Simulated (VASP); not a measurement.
# WSe2 in VASP: notebook

The runs below take WSe2 through single point, with PBE+D3(BJ).

All numbers are computed with VASP 6.6.1; they aren't measurements. Logs are shortened: lines on timing, memory, paths and dates and some standing lists are left out, and cuts for length are marked.

**1. The cell of the first run**

The cell holds a slab with vacuum, 6 atoms: a = 3.285 Å, b = 3.285 Å, c = 24.239 Å, α = 90.00°, β = 90.00°, γ = 120.00°.

**2. Single point, PBE+D3(BJ) (layers slid over each other)**

Contents of INCAR:

```
SYSTEM = WSe2
PREC     = Accurate       ! precision mode
ENCUT    = 520            ! plane-wave cutoff, eV
EDIFF    = 1E-6           ! SCF threshold, eV
ISMEAR   = 0              ! smearing method
SIGMA    = 0.05           ! smearing width, eV
LREAL    = .FALSE.        ! projectors in reciprocal space
LASPH    = .TRUE.         ! aspherical terms in the spheres
NELM     = 60             ! most SCF steps
ALGO     = Normal         ! electronic algorithm
ISIF     = 2              ! what is computed and relaxed
LWAVE    = .FALSE.        ! write WAVECAR
LCHARG   = .FALSE.        ! write CHGCAR
LDIPOL   = .TRUE.       
IDIPOL   = 3            
DIPOL    = 0.5 0.5 0.399
GGA      = PE             ! functional
IVDW     = 12             ! dispersion correction
NBANDS   = 35             ! bands
```

Contents of KPOINTS:

```
Automatic mesh
0
G
  9 9 1
  0 0 0
```

Contents of POSCAR:

```
WSe2
1.0
    3.2854929709      0.0000000000      0.0000000000
   -1.6427464855      2.8453203767      0.0000000000
    0.0000000000      0.0000000000     24.2386466774
Se W
4 2
Direct
    0.3333333333      0.6666666667      0.1856539294
    0.3333333333      0.6666666667      0.3246601777
    0.5555555556      0.4444444444      0.4735958856
    0.5555555556      0.4444444444      0.6126021339
    0.6666666667      0.3333333333      0.2551570536
    0.8888888889      0.1111111111      0.5430990097
```

Potentials or basis: VASP PAW PBE potentials, release 64 (Se, W_sv).

On the command line:

```
$ cat potpaw_PBE.64/Se/POTCAR potpaw_PBE.64/W_sv/POTCAR > POTCAR
$ mpirun -np 1 vasp_std > vasp.out
```

OUTCAR:

```text
SYSTEM = WSe2
   PREC = Accurate
   ENCUT = 520
   EDIFF = 1E-6
   ISMEAR = 0
   LREAL = .FALSE.
   LASPH = .TRUE.
   NELM = 60
   ISIF = 2
   GGA = PE
   IVDW = 12
 IVDW          = 12

 ion  position               nearest neighbor table
   1  0.333  0.667  0.186-   5 2.54   5 2.54   5 2.54
   2  0.333  0.667  0.325-   5 2.54   5 2.54   5 2.54
   3  0.556  0.444  0.474-   6 2.54   6 2.54   6 2.54
   4  0.556  0.444  0.613-   6 2.54   6 2.54   6 2.54
   5  0.667  0.333  0.255-   2 2.54   2 2.54   2 2.54   1 2.54   1 2.54   1 2.54
   6  0.889  0.111  0.543-   3 2.54   3 2.54   3 2.54   4 2.54   4 2.54   4 2.54

  LATTYP: Found a hexagonal cell.
 ALAT       =     3.2854929709
 C/A-ratio  =     7.3774763459

  Lattice vectors:

 A1 = (   3.2854929709,   0.0000000000,   0.0000000000)
 A2 = (  -1.6427464855,   2.8453203767,   0.0000000000)
 A3 = (   0.0000000000,   0.0000000000,  24.2386466774)

Analysis of symmetry for initial positions (statically):
=====================================================================
 Subroutine PRICEL returns:
 Original cell was already a primitive cell.

 Routine SETGRP: Setting up the symmetry group for a
 hexagonal supercell.

 Subroutine GETGRP returns: Found  2 space group operations
 (whereof  2 operations were pure point group operations)
 out of a pool of 24 trial point group operations.

The static configuration has the point symmetry C_1h.

Analysis of symmetry for dynamics (positions and initial velocities):
=====================================================================
 Subroutine PRICEL returns:
 Original cell was already a primitive cell.

 Routine SETGRP: Setting up the symmetry group for a
 hexagonal supercell.

 Subroutine GETGRP returns: Found  2 space group operations
 (whereof  2 operations were pure point group operations)
 out of a pool of 24 trial point group operations.

The dynamic configuration has the point symmetry C_1h.

 Subroutine INISYM returns: Found  2 space group operations
 (whereof  2 operations are pure point group operations),
 and found     1 'primitive' translations

----------------------------------------------------------------------------------------

                                     Primitive cell

  volume of cell :     226.5897

  direct lattice vectors                    reciprocal lattice vectors
     3.285492971  0.000000000  0.000000000     0.304368327  0.175727136  0.000000000
    -1.642746486  2.845320377  0.000000000     0.000000000  0.351454271  0.000000000
     0.000000000  0.000000000 24.238646677     0.000000000  0.000000000  0.041256429

  length of vectors
     3.285492971  3.285492971 24.238646677     0.351454271  0.351454271  0.041256429

  position of ions in fractional coordinates (direct lattice)
     0.333333333  0.666666667  0.185653929
     0.333333333  0.666666667  0.324660178
     0.555555556  0.444444444  0.473595886
     0.555555556  0.444444444  0.612602134
     0.666666667  0.333333333  0.255157054
     0.888888889  0.111111111  0.543099010

  ion indices of the primitive-cell ions
   primitive index   ion index
                 1           1
                 2           2
                 3           3
                 4           4
                 5           5
                 6           6

----------------------------------------------------------------------------------------

 KPOINTS: Automatic mesh

Automatic generation of k-mesh.
 Grid dimensions read from file:
 generate k-points for:    9    9    1

 Generating k-lattice:

  Cartesian coordinates                     Fractional coordinates (reciprocal lattice)
     0.033818703  0.019525237  0.000000000     0.111111111  0.000000000  0.000000000
     0.000000000  0.039050475  0.000000000     0.000000000  0.111111111  0.000000000
     0.000000000  0.000000000  0.041256429     0.000000000  0.000000000  1.000000000

  Length of vectors
     0.039050475  0.039050475  0.041256429

  Shift w.r.t. Gamma in fractional coordinates (k-lattice)
     0.000000000  0.000000000  0.000000000

 Subroutine IBZKPT returns following result:
 ===========================================

 Found     25 irreducible k-points:

 Following reciprocal coordinates:
            Coordinates               Weight
  0.000000  0.000000  0.000000      1.000000
  0.111111 -0.000000  0.000000      4.000000
 -0.111111  0.111111  0.000000      2.000000
  0.222222  0.000000  0.000000      4.000000
 -0.222222  0.222222  0.000000      2.000000
  0.333333 -0.000000  0.000000      4.000000
[... 16 lines left out ...]
 -0.222222 -0.444444  0.000000      4.000000
  0.444444  0.333333  0.000000      4.000000
   k-points           NKPTS =     25   k-points in BZ     NKDIM =     25   number of bands    NBANDS=     35
   number of dos      NEDOS =    301   number of ions     NIONS =      6
   total plane-waves  NPLWV = 103680
   dimension x,y,z NGX =    24 NGY =   24 NGZ =  180
   dimension x,y,z NGXF=    48 NGYF=   48 NGZF=  360
   ions per type =               4   2
   NGX,Y,Z   is equivalent  to a cutoff of  12.14, 12.14, 12.35 a.u.
   NGXF,Y,Z  is equivalent  to a cutoff of  24.29, 24.29, 24.69 a.u.
 SYSTEM =  WSe2
   PREC   = accura    normal or accurate (medium, high low for compatibility)
   ISTART =      0    job   : 0-new  1-cont  2-samecut
   ICHARG =      2    charge: 1-file 2-atom 10-const
   ISPIN  =      1    spin polarized calculation?
   LNONCOLLINEAR =      F non collinear calculations
   LSORBIT =      F    spin-orbit coupling
   LASPH  =      T    aspherical Exc in radial PAW
   ENCUT  =  520.0 eV  38.22 Ry    6.18 a.u.   6.11  6.11 45.07*2*pi/ulx,y,z
   NELM   =     60;   NELMIN=  2; NELMDL= -5     # of ELM steps
   EDIFF  = 0.1E-05   stopping-criterion for ELM
   LREAL  =      F    real-space projection
   EDIFFG = 0.1E-04   stopping-criterion for IOM
   NSW    =      0    number of steps for IOM
   IBRION =     -1    ionic relax: 0-MD 1-quasi-New 2-CG
   NFREE  =      0    steps in history (QN), initial steepest desc. (CG)
   ISIF   =      2    stress and relaxation
   ISYM   =      2    0-nonsym 1-usesym 2-fastsym
   POTIM  = 0.5000    time-step for ionic-motion
   TEBEG  =    0.0;   TEEND  =   0.0 temperature during run
   PSTRESS=    0.0 pullay stress
   NELECT =      52.0000    total number of electrons
   NUPDOWN=      -1.0000    fix difference up-down
   EMIN   =  10.00;   EMAX   =-10.00  energy-range for DOS
   EFERMI =   0.00;   METHOD = LEGACY
   ISMEAR =     0;   SIGMA  =   0.05  broadening in eV -4-tet -1-fermi 0-gaus
   EFERMI_NEDOS =   21; number of points for ismear=-14 and -15
   IALGO  =     38    algorithm
   IMIX   =      4    mixing-type and parameters
     AMIX     =   0.40;   BMIX     =  1.00
     AMIX_MAG =   1.60;   BMIX_MAG =  1.00
  volume/ion in A,a.u.               =      37.76       254.85
  Fermi-wavevector in a.u.,A,eV,Ry     =   1.002296  1.894064 13.668371  1.004597
  Thomas-Fermi vector in A             =   2.134774
   LORBIT       =      0    0 simple, 1 ext, 2 COOP (PROOUT), +10 PAW based schemes
   GGA     = PE    functional components
   LHFCALC =     F    Hartree Fock is set to
   AEXX    =    0.0000 exact exchange contribution
   IVDW    =    12    specifies the selected vdW correction
   LEPSILON=     F    determine dielectric tensor
   LRPA    =     F    only Hartree local field effects (RPA)
 non-spin polarized calculation
 Gauss-broadening in eV      SIGMA  =   0.05
  energy-cutoff  :      520.00
  volume of cell :      226.59
 maximum number of plane-waves:      6144
   NGX = 13   NGY = 13   NGZ = 91

 dipolmoment           0.000000      0.000000     -0.000002 electrons x Angstroem

 number of electron      51.9999997 magnetization

 dipolmoment           0.000000      0.000000      0.000663 electrons x Angstroem

 Free energy of the ion-electron system (eV)
  ---------------------------------------------------
  ext. energy  EPLUGINS =         0.00000000
  ---------------------------------------------------
  free energy    TOTEN  =       -43.20695743 eV

  energy without entropy =      -43.20695743  energy(sigma->0) =      -43.20695743

 E-fermi :   1.1313     XC(G=0):  -6.2752

 val. band max:        0.8709913535   @ k =   0.3333   0.3333   0.0000
 cond. band min:       2.4289596844   @ k =   0.2222   0.1111   0.0000
 fundamental gap:      1.5579683310
 Fermi energy:         1.1313249135

 k-point     1 :       0.0000    0.0000    0.0000
  band No.  band energies     occupation
      1     -73.1867      2.00000
      2     -73.1748      2.00000
      3     -37.4328      2.00000
      4     -37.4207      2.00000
      5     -37.2983      2.00000
      6     -37.2979      2.00000
[... 27 lines left out ...]
     34       4.0241      0.00000
     35       5.1814      0.00000

 k-point     2 :       0.1111   -0.0000    0.0000
  band No.  band energies     occupation
      1     -73.1855      2.00000
      2     -73.1736      2.00000
      3     -37.4276      2.00000
      4     -37.4154      2.00000
      5     -37.3258      2.00000
      6     -37.3142      2.00000
[... 27 lines left out ...]
     34       4.1627      0.00000
     35       5.6017      0.00000

 k-point     3 :      -0.1111    0.1111    0.0000
  band No.  band energies     occupation
      1     -73.1855      2.00000
      2     -73.1736      2.00000
      3     -37.4276      2.00000
      4     -37.4154      2.00000
      5     -37.3261      2.00000
      6     -37.3140      2.00000
[... 27 lines left out ...]
     34       4.1640      0.00000
     35       5.6032      0.00000
[... 723 lines left out ...]
 k-point    23 :      -0.2222   -0.4444    0.0000
  band No.  band energies     occupation
      1     -73.1756      2.00000
      2     -73.1637      2.00000
      3     -37.4964      2.00000
      4     -37.4847      2.00000
      5     -37.4082      2.00000
      6     -37.3964      2.00000
[... 27 lines left out ...]
     34       5.6122      0.00000
     35       6.2115      0.00000

 k-point    24 :       0.4444    0.3333    0.0000
  band No.  band energies     occupation
      1     -73.1756      2.00000
      2     -73.1637      2.00000
      3     -37.4967      2.00000
      4     -37.4846      2.00000
      5     -37.4079      2.00000
      6     -37.3965      2.00000
[... 27 lines left out ...]
     34       5.5423      0.00000
     35       6.3445      0.00000

 [... further k-points ...]

------------------------ aborting loop because EDIFF is reached ----------------------------------------

 vacuum level on the upper side and lower side of the slab       (xc-potential included)        -0.138        -0.151

 Edisp (eV)   -2.30308

 E8    (eV) :    -1.0587

  FORCE on cell =-STRESS in cart. coord.  units (eV):
  Direction    XX          YY          ZZ          XY          YZ          ZX
  --------------------------------------------------------------------------------------
  -------------------------------------------------------------------------------------
  Total       0.01965    -0.00856    -0.29082    -0.02443    -0.06798     0.11775
  in kB       0.13892    -0.06053    -2.05632    -0.17273    -0.48069     0.83259
  external pressure =       -0.66 kB  Pullay stress =        0.00 kB

 VOLUME and BASIS-vectors are now :
 -----------------------------------------------------------------------------
  energy-cutoff  :      520.00
  volume of cell :      226.59
      direct lattice vectors                 reciprocal lattice vectors
     3.285492971  0.000000000  0.000000000     0.304368327  0.175727136  0.000000000
    -1.642746486  2.845320377  0.000000000     0.000000000  0.351454271  0.000000000
     0.000000000  0.000000000 24.238646677     0.000000000  0.000000000  0.041256429

 POSITION                                       TOTAL-FORCE (eV/Angst)
 -----------------------------------------------------------------------------------
     -0.00000      1.89688      4.50000         0.001037     -0.000599     -0.038135
     -0.00000      1.89688      7.86932        -0.022752      0.013136      0.114374
      1.09516      1.26459     11.47932         0.020949     -0.012095     -0.111196
      1.09516      1.26459     14.84865         0.000333     -0.000192      0.039824
      1.64275      0.94844      6.18466        -0.005823      0.003362      0.031247
      2.73791      0.31615     13.16399         0.006256     -0.003612     -0.036114
 -----------------------------------------------------------------------------------
    total drift:                                0.000142     -0.000082     -0.000304

  FREE ENERGIE OF THE ION-ELECTRON SYSTEM (eV)
  ---------------------------------------------------
  free  energy   TOTEN  =       -45.5100366594 eV

  energy  without entropy=      -45.5100366594  energy(sigma->0) =      -45.51003666

 vacuum level on the upper side and lower side of the slab         5.804         5.792
```

It took 6.6 min on 1 thread of Intel Xeon 8259CL, shared host; peak memory 0.42 GiB.

What came out:

* Free energy: -45.5100 eV
* Largest force: 0.117 eV/Å
* Band gap on the k mesh: 1.56 eV (least direct gap 1.65 eV)
* Dispersion energy per atom: -0.384 eV

Forces on the atoms (eV/Å):
```
Se   0.001 -0.001 -0.038
Se  -0.023  0.013  0.114
Se   0.021 -0.012 -0.111
Se   0.000  0.000  0.040
W   -0.006  0.003  0.031
W    0.006 -0.004 -0.036
```

Levels at points of the mesh, in eV from the valence-band top:
```csv
k point,band 23,band 24,band 25,band 26,band 27,band 28,band 29,band 30
"(0.00, 0.00, 0.00)",-1.18,-1.18,-0.59,-0.14,2.96,2.97,2.98,2.99
```

Caveat: the cell differs from its parent crystal (layers slid over each other); spin-orbit coupling is left out, which moves the levels of the heavy elements.

**3. Single point, PBE+D3(BJ) (layers slid over each other)**

Contents of INCAR:

```
PREC = Accurate ; ENCUT = 520
EDIFF = 1E-7 ; ISMEAR = 0
SIGMA = 0.05 ; LREAL = False
LASPH = True ; NELM = 80
ALGO = Normal ; ISIF = 2
LWAVE = False ; LCHARG = False
LDIPOL = True ; IDIPOL = 3
DIPOL = 0.5 0.5 0.420 ; GGA = PE
IVDW = 12 ; NBANDS = 35
```

Contents of KPOINTS:

```
regular mesh
0
Gamma
  9 9 1
```

Contents of POSCAR:

```
WSe2
1.0
    3.2854929709      0.0000000000      0.0000000000
   -1.6427464855      2.8453203767      0.0000000000
    0.0000000000      0.0000000000     24.2386466774
Se W
4 2
Direct
    0.3333333333      0.6666666667      0.1856539294
    0.3333333333      0.6666666667      0.3246601777
    0.5555555556      0.4444444444      0.5148523144
    0.5555555556      0.4444444444      0.6538585627
    0.6666666667      0.3333333333      0.2551570536
    0.8888888889      0.1111111111      0.5843554385
```

Potentials or basis: VASP PAW PBE potentials, release 64 (Se, W_sv).

On the command line:

```
$ cat potpaw_PBE.64/Se/POTCAR potpaw_PBE.64/W_sv/POTCAR > POTCAR
$ mpirun -np 1 vasp_std > vasp.out
```

Run time: 7.1 min. Hardware: 1 thread of Intel Xeon 8259CL, shared host; peak memory 0.42 GiB.

It converged, with:

| Quantity | Value |
| --- | --- |
| Free energy | -45.3956 eV |
| Largest force | 0.114 eV/Å |
| Band gap on the k mesh | 1.65 eV (least direct gap 1.67 eV) |
| Dispersion energy per atom | -0.362 eV |

Forces on the atoms (eV/Å):
```
Se   0.000  0.000 -0.043
Se  -0.001  0.000  0.114
Se   0.000  0.000 -0.114
Se   0.000  0.000  0.043
W    0.000  0.000  0.023
W    0.000  0.000 -0.023
```

Levels at points of the mesh, in eV from the valence-band top:
```tsv
k point	band 23	band 24	band 25	band 26	band 27	band 28	band 29	band 30
(0.00, 0.00, 0.00)	-1.17	-1.17	-0.50	-0.33	2.99	2.99	2.99	2.99
```

Caveat: the cell differs from its parent crystal (layers slid over each other); spin-orbit coupling is left out, which moves the levels of the heavy elements.
